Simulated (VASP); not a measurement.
# KYC in VASP: a series of runs

KYC is run at these levels: PBE; tasks: single point.

Program: VASP 6.6.1. These are calculated values, not measurements. Logs are shortened: lines on timing, memory, paths and dates and some standing lists are left out, and cuts for length are marked.

## Step 1: The cell of the first run

The cell holds a sheet with vacuum, 3 atoms: a = 3.815 Å, b = 3.815 Å, c = 30.486 Å, α = 90.00°, β = 90.00°, γ = 120.00°.

The cell was built from a structure type or drawn by symmetry, and may not be a known phase.

## Step 2: Single point, PBE

File INCAR:

```
PREC = Accurate ; ENCUT = 520
EDIFF = 1E-7 ; ISMEAR = 0
SIGMA = 0.1 ; LREAL = F
LASPH = T ; NELM = 100
ALGO = Fast ; ISIF = 2
LWAVE = F ; LCHARG = T
LDIPOL = T ; IDIPOL = 3
DIPOL = 0.5 0.5 0.294 ; GGA = PE
LELF = T ; LVHAR = T
LVACPOTAV = T ; NBANDS = 19
```

File KPOINTS:

```
Automatic mesh
0
Gamma
  12 12 1
```

File POSCAR:

```
KYC
1.0
    3.8148929836     -0.0000000034      0.0000000000
   -1.9074464889      3.3037942382      0.0000000000
    0.0000000000      0.0000000000     30.4861619200
K Y C
1 1 1
Direct
    0.0000000000      0.0000000000      0.2353520645
    0.0000000000      0.0000000000      0.3363686915
    0.3333333333      0.6666666667      0.3100446690
```

Potentials or basis: VASP PAW PBE potentials, release 64 (K_sv, Y_sv, C).

Started as:

```bash
> cat potpaw_PBE.64/K_sv/POTCAR potpaw_PBE.64/Y_sv/POTCAR potpaw_PBE.64/C/POTCAR > POTCAR
> mpirun -np 1 vasp_std > vasp.out
```

OUTCAR:

```text
PREC = Accurate
   ENCUT = 520
   EDIFF = 1E-7
   ISMEAR = 0
   LREAL = F
   LASPH = T
   NELM = 100
   ISIF = 2
   GGA = PE

 ion  position               nearest neighbor table
   1  0.000  0.000  0.235-   2 3.08
   2  0.000  0.000  0.336-   3 2.34   3 2.34   3 2.34   1 3.08
   3  0.333  0.667  0.310-   2 2.34   2 2.34   2 2.34

  LATTYP: Found a hexagonal cell.
 ALAT       =     3.8148929836
 C/A-ratio  =     7.9913544236

  Lattice vectors:

 A1 = (   3.8148929836,  -0.0000000034,   0.0000000000)
 A2 = (  -1.9074464889,   3.3037942382,   0.0000000000)
 A3 = (   0.0000000000,   0.0000000000,  30.4861619200)

Analysis of symmetry for initial positions (statically):
=====================================================================
 Subroutine PRICEL returns:
 Original cell was already a primitive cell.

 Routine SETGRP: Setting up the symmetry group for a
 hexagonal supercell.

 Subroutine GETGRP returns: Found  6 space group operations
 (whereof  6 operations were pure point group operations)
 out of a pool of 24 trial point group operations.

The static configuration has the point symmetry C_3v.

Analysis of symmetry for dynamics (positions and initial velocities):
=====================================================================
 Subroutine PRICEL returns:
 Original cell was already a primitive cell.

 Routine SETGRP: Setting up the symmetry group for a
 hexagonal supercell.

 Subroutine GETGRP returns: Found  6 space group operations
 (whereof  6 operations were pure point group operations)
 out of a pool of 24 trial point group operations.

The dynamic configuration has the point symmetry C_3v.

 Subroutine INISYM returns: Found  6 space group operations
 (whereof  6 operations are pure point group operations),
 and found     1 'primitive' translations

----------------------------------------------------------------------------------------

                                     Primitive cell

  volume of cell :     384.2360

  direct lattice vectors                    reciprocal lattice vectors
     3.814892984 -0.000000003  0.000000000     0.262130551  0.151341144  0.000000000
    -1.907446489  3.303794238  0.000000000     0.000000000  0.302682288  0.000000000
     0.000000000  0.000000000 30.486161920     0.000000000  0.000000000  0.032801768

  length of vectors
     3.814892984  3.814892984 30.486161920     0.302682288  0.302682288  0.032801768

  position of ions in fractional coordinates (direct lattice)
     0.000000000  0.000000000  0.235352064
     0.000000000  0.000000000  0.336368691
     0.333333333  0.666666667  0.310044669

  ion indices of the primitive-cell ions
   primitive index   ion index
                 1           1
                 2           2
                 3           3

----------------------------------------------------------------------------------------

 KPOINTS: Automatic mesh

Automatic generation of k-mesh.
 Grid dimensions read from file:
 generate k-points for:   12   12    1

 Generating k-lattice:

  Cartesian coordinates                     Fractional coordinates (reciprocal lattice)
     0.021844213  0.012611762  0.000000000     0.083333333  0.000000000  0.000000000
     0.000000000  0.025223524  0.000000000    -0.000000000  0.083333333  0.000000000
     0.000000000  0.000000000  0.032801768     0.000000000  0.000000000  1.000000000

  Length of vectors
     0.025223524  0.025223524  0.032801768

  Shift w.r.t. Gamma in fractional coordinates (k-lattice)
     0.000000000  0.000000000  0.000000000

 Subroutine IBZKPT returns following result:
 ===========================================

 Found     19 irreducible k-points:

 Following reciprocal coordinates:
            Coordinates               Weight
  0.000000  0.000000  0.000000      1.000000
  0.083333  0.000000  0.000000      6.000000
  0.166667  0.000000  0.000000      6.000000
  0.250000  0.000000  0.000000      6.000000
  0.333333  0.000000  0.000000      6.000000
  0.416667  0.000000  0.000000      6.000000
[... 11 lines left out ...]
  0.333333  0.250000  0.000000     12.000000
  0.333333  0.333333  0.000000      2.000000
   k-points           NKPTS =     19   k-points in BZ     NKDIM =     19   number of bands    NBANDS=     19
   number of dos      NEDOS =    301   number of ions     NIONS =      3
   total plane-waves  NPLWV = 188160
   dimension x,y,z NGX =    28 NGY =   28 NGZ =  240
   dimension x,y,z NGXF=    56 NGYF=   56 NGZF=  480
   ions per type =               1   1   1
   NGX,Y,Z   is equivalent  to a cutoff of  12.20, 12.20, 13.09 a.u.
   NGXF,Y,Z  is equivalent  to a cutoff of  24.40, 24.40, 26.18 a.u.
 SYSTEM =  unknown system
   PREC   = accura    normal or accurate (medium, high low for compatibility)
   ISTART =      0    job   : 0-new  1-cont  2-samecut
   ICHARG =      2    charge: 1-file 2-atom 10-const
   ISPIN  =      1    spin polarized calculation?
   LNONCOLLINEAR =      F non collinear calculations
   LSORBIT =      F    spin-orbit coupling
   LASPH  =      T    aspherical Exc in radial PAW
   ENCUT  =  520.0 eV  38.22 Ry    6.18 a.u.   7.09  7.09 56.68*2*pi/ulx,y,z
   NELM   =    100;   NELMIN=  2; NELMDL= -5     # of ELM steps
   EDIFF  = 0.1E-06   stopping-criterion for ELM
   LREAL  =      F    real-space projection
   EDIFFG = 0.1E-05   stopping-criterion for IOM
   NSW    =      0    number of steps for IOM
   IBRION =     -1    ionic relax: 0-MD 1-quasi-New 2-CG
   NFREE  =      0    steps in history (QN), initial steepest desc. (CG)
   ISIF   =      2    stress and relaxation
   ISYM   =      2    0-nonsym 1-usesym 2-fastsym
   POTIM  = 0.5000    time-step for ionic-motion
   TEBEG  =    0.0;   TEEND  =   0.0 temperature during run
   PSTRESS=    0.0 pullay stress
   NELECT =      24.0000    total number of electrons
   NUPDOWN=      -1.0000    fix difference up-down
   EMIN   =  10.00;   EMAX   =-10.00  energy-range for DOS
   EFERMI =   0.00;   METHOD = LEGACY
   ISMEAR =     0;   SIGMA  =   0.10  broadening in eV -4-tet -1-fermi 0-gaus
   EFERMI_NEDOS =   21; number of points for ismear=-14 and -15
   IALGO  =     68    algorithm
   IMIX   =      4    mixing-type and parameters
     AMIX     =   0.40;   BMIX     =  1.00
     AMIX_MAG =   1.60;   BMIX_MAG =  1.00
  volume/ion in A,a.u.               =     128.08       864.32
  Fermi-wavevector in a.u.,A,eV,Ry     =   0.649550  1.227471  5.740504  0.421915
  Thomas-Fermi vector in A             =   1.718542
   LORBIT       =      0    0 simple, 1 ext, 2 COOP (PROOUT), +10 PAW based schemes
   GGA     = PE    functional components
   LHFCALC =     F    Hartree Fock is set to
   AEXX    =    0.0000 exact exchange contribution
   IVDW    =     0    specifies the selected vdW correction
   LEPSILON=     F    determine dielectric tensor
   LRPA    =     F    only Hartree local field effects (RPA)
 non-spin polarized calculation
 RMM-DIIS sequential band-by-band and
 Gauss-broadening in eV      SIGMA  =   0.10
  energy-cutoff  :      520.00
  volume of cell :      384.24
 maximum number of plane-waves:     10419
   NGX = 15   NGY = 15   NGZ =113

 dipolmoment           0.000000      0.000000      0.006366 electrons x Angstroem

 number of electron      23.9999998 magnetization

 dipolmoment           0.000000      0.000000     -0.003383 electrons x Angstroem

 Free energy of the ion-electron system (eV)
  ---------------------------------------------------
  ext. energy  EPLUGINS =         0.00000000
  ---------------------------------------------------
  free energy    TOTEN  =       -14.69034959 eV

  energy without entropy =      -14.66927603  energy(sigma->0) =      -14.67981281

 E-fermi :  -1.6237     XC(G=0):  -2.3450

 val. band max:       -1.6327527846   @ k =   0.4167   0.0833   0.0000
 cond. band min:      -1.6021675470   @ k =   0.4167   0.0000   0.0000
 fundamental gap:      0.0305852376
 Fermi energy:        -1.6236548920

 k-point     1 :       0.0000    0.0000    0.0000
  band No.  band energies     occupation
      1     -43.1879      2.00000
      2     -33.2881      2.00000
      3     -23.5408      2.00000
      4     -22.9975      2.00000
      5     -22.9975      2.00000
      6     -16.8381      2.00000
[... 11 lines left out ...]
     18       2.2731      0.00000
     19       3.9281      0.00000

 k-point     2 :       0.0833    0.0000    0.0000
  band No.  band energies     occupation
      1     -43.1864      2.00000
      2     -33.2856      2.00000
      3     -23.5378      2.00000
      4     -23.0207      2.00000
      5     -23.0025      2.00000
      6     -16.8335      2.00000
[... 11 lines left out ...]
     18       2.2349      0.00000
     19       3.8179      0.00000

 k-point     3 :       0.1667    0.0000    0.0000
  band No.  band energies     occupation
      1     -43.1822      2.00000
      2     -33.2786      2.00000
      3     -23.5296      2.00000
      4     -23.0834      2.00000
      5     -23.0162      2.00000
      6     -16.8211      2.00000
[... 11 lines left out ...]
     18       2.1786      0.00000
     19       2.7570      0.00000

 k-point     4 :       0.2500    0.0000    0.0000
  band No.  band energies     occupation
      1     -43.1764      2.00000
      2     -33.2690      2.00000
      3     -23.5182      2.00000
      4     -23.1675      2.00000
      5     -23.0349      2.00000
      6     -16.8042      2.00000
[... 297 lines left out ...]
     18       2.6599      0.00000
     19       2.9101      0.00000

 k-point    18 :       0.3333    0.2500    0.0000
  band No.  band energies     occupation
      1     -43.1628      2.00000
      2     -33.2462      2.00000
      3     -23.4896      2.00000
      4     -23.2813      2.00000
      5     -23.1627      2.00000
      6     -16.9055      2.00000
[... 11 lines left out ...]
     18       2.7421      0.00000
     19       3.3098      0.00000

 k-point    19 :       0.3333    0.3333    0.0000
  band No.  band energies     occupation
      1     -43.1621      2.00000
      2     -33.2449      2.00000
      3     -23.4879      2.00000
      4     -23.2663      2.00000
      5     -23.1918      2.00000
      6     -16.8627      2.00000
[... 11 lines left out ...]
     18       2.7049      0.00000
     19       3.3239      0.00000

------------------------ aborting loop because EDIFF is reached ----------------------------------------

 vacuum level on the upper side and lower side of the slab       (xc-potential included)        -0.163        -0.140

  FORCE on cell =-STRESS in cart. coord.  units (eV):
  Direction    XX          YY          ZZ          XY          YZ          ZX
  --------------------------------------------------------------------------------------
  -------------------------------------------------------------------------------------
  Total       -0.0270346     -0.0270346      0.0167330      0.0000000      0.0000000     -0.0000000
  in kB       -0.1127282     -0.1127282      0.0697730      0.0000000      0.0000000     -0.0000000
  external PRESSURE =      -0.0518945 kB  Pullay stress =       0.0000000 kB

 VOLUME and BASIS-vectors are now :
 -----------------------------------------------------------------------------
  energy-cutoff  :      520.00
  volume of cell :      384.24
      direct lattice vectors                 reciprocal lattice vectors
     3.814892984 -0.000000003  0.000000000     0.262130551  0.151341144  0.000000000
    -1.907446489  3.303794238  0.000000000     0.000000000  0.302682288  0.000000000
     0.000000000  0.000000000 30.486161920     0.000000000  0.000000000  0.032801768

 POSITION                                       TOTAL-FORCE (eV/Angst)
 -----------------------------------------------------------------------------------
      0.00000      0.00000      7.17498        -0.000000      0.000000     -0.009691
      0.00000      0.00000     10.25459        -0.000000      0.000000      0.004413
      0.00000      2.20253      9.45207         0.000000     -0.000000      0.005278
 -----------------------------------------------------------------------------------
    total drift:                               -0.000000      0.000000      0.000767

  FREE ENERGIE OF THE ION-ELECTRON SYSTEM (eV)
  ---------------------------------------------------
  free  energy   TOTEN  =       -14.6903495909 eV

  energy  without entropy=      -14.6692760283  energy(sigma->0) =      -14.67981281

 vacuum level on the upper side and lower side of the slab         0.977         1.025
```

Wall time 11 min (1 thread of Intel Xeon Platinum 8488C (Sapphire Rapids), shared host); peak memory 0.57 GiB.

What came out:

| Property | Result |
| --- | --- |
| Free energy | -14.6903 eV |
| Largest force | 0.010 eV/Å |
| Band gap on the k mesh | zero (bands 12 and 13 overlap by 0.63 eV) |
| Work function of the upper face | 2.60 eV |
| Work function of the lower face | 2.65 eV |

Forces in eV/Å, atoms in the order of the input:
```
K    0.000  0.000 -0.010
Y    0.000  0.000  0.004
C    0.000  0.000  0.005
```

## Step 3: Single point, PBE

File INCAR:

```
SYSTEM = KYC
PREC     = Accurate       ! precision mode
ENCUT    = 520            ! plane-wave cutoff, eV
EDIFF    = 1E-6           ! SCF threshold, eV
ISMEAR   = 0              ! smearing method
SIGMA    = 0.1            ! smearing width, eV
LREAL    = .False.        ! projectors in reciprocal space
LASPH    = .True.         ! aspherical terms in the spheres
NELM     = 100            ! most SCF steps
ALGO     = Fast           ! electronic algorithm
ISIF     = 2              ! what is computed and relaxed
LWAVE    = .False.        ! write WAVECAR
LCHARG   = .False.        ! write CHGCAR
LDIPOL   = .True.       
IDIPOL   = 3            
DIPOL    = 0.5 0.5 0.294
GGA      = PE             ! functional
NBANDS   = 19             ! bands
```

File KPOINTS:

```
regular mesh
0
Gamma
  12 12 1
  0 0 0
```

File POSCAR:

```
KYC
1.0
    3.8180323747     -0.0000000034      0.0000000000
   -1.9090161844      3.3065130306      0.0000000000
    0.0000000000      0.0000000000     30.4861619200
K Y C
1 1 1
Direct
    0.0000000000      0.0000000000      0.2347554044
    0.0000000000      0.0000000000      0.3363597566
    0.3333333333      0.6666666667      0.3106502640
```

Potentials or basis: VASP PAW PBE potentials, release 64 (K_sv, Y_sv, C).

Started as:

```bash
> cat potpaw_PBE.64/K_sv/POTCAR potpaw_PBE.64/Y_sv/POTCAR potpaw_PBE.64/C/POTCAR > POTCAR
> mpirun -np 1 vasp_std > vasp.out
```

Run time: 6.4 min. Hardware: 1 thread of Intel Xeon Platinum 8488C (Sapphire Rapids), shared host; peak memory 0.57 GiB.

It converged, with:

```yaml
Free_energy: -14.6897 eV
Largest_force: 0.061 eV/Å
Band_gap_on_the_k_mesh: zero (bands 12 and 13 overlap by 0.64 eV)
```

Forces on the atoms (eV/Å):
```
K    0.000  0.000  0.032
Y    0.000  0.000  0.030
C    0.000  0.000 -0.061
```

Levels at points of the mesh, in eV from the Fermi level:
| k point | band 9 | band 10 | band 11 | band 12 | band 13 | band 14 | band 15 | band 16 |
| --- | --- | --- | --- | --- | --- | --- | --- | --- |
| (0.00, 0.00, 0.00) | -8.31 | -1.90 | -0.77 | -0.77 | -0.57 | 0.13 | 1.76 | 2.58 |
| (0.50, 0.00, 0.00) | -7.56 | -1.73 | -0.28 | 0.07 | 1.44 | 2.06 | 2.42 | 2.48 |
